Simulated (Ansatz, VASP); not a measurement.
## One calculation of TiCo, two programs

```xyz
2
Lattice="2.9549 0.0000 0.0000 0.0000 2.9549 0.0000 0.0000 0.0000 2.9549" Properties=species:S:1:pos:R:3 pbc="T T T"
Ti    0.0000    0.0000    0.0000
Co    1.4775    1.4775    1.4775
```

Alike in both runs: task single point; functional PBE; k mesh 18 × 18 × 18; occupations gaussian, width 0.1 eV; collinear spin.

```csv
,VASP,Ansatz
version,VASP 6.6.1,Ansatz 0.2.0
potentials or method,"VASP PAW PBE potentials, release 64 (Ti_sv, Co), cutoff 520 eV","scalar-relativistic, plane waves, PAW"
valence electrons in the cell,21,29
```

```csv
,VASP,Ansatz,Ansatz less VASP
gap on the k mesh at the Fermi level (eV),none,none,-
pressure (GPa),4.8,5.4,+0.65
net moment per atom (μB),0.41,0.42,+0.011
size of the moment on the site where the two differ most (μB),0.88,0.92,+0.041
```

Site moments also hang on the region over which each program counts them. A gap of «none» marks a metal or a gap that the smearing closes. VASP's potentials hold 21 valence electrons a cell and Ansatz's 29, so a difference there can come from the potentials and not from the codes.
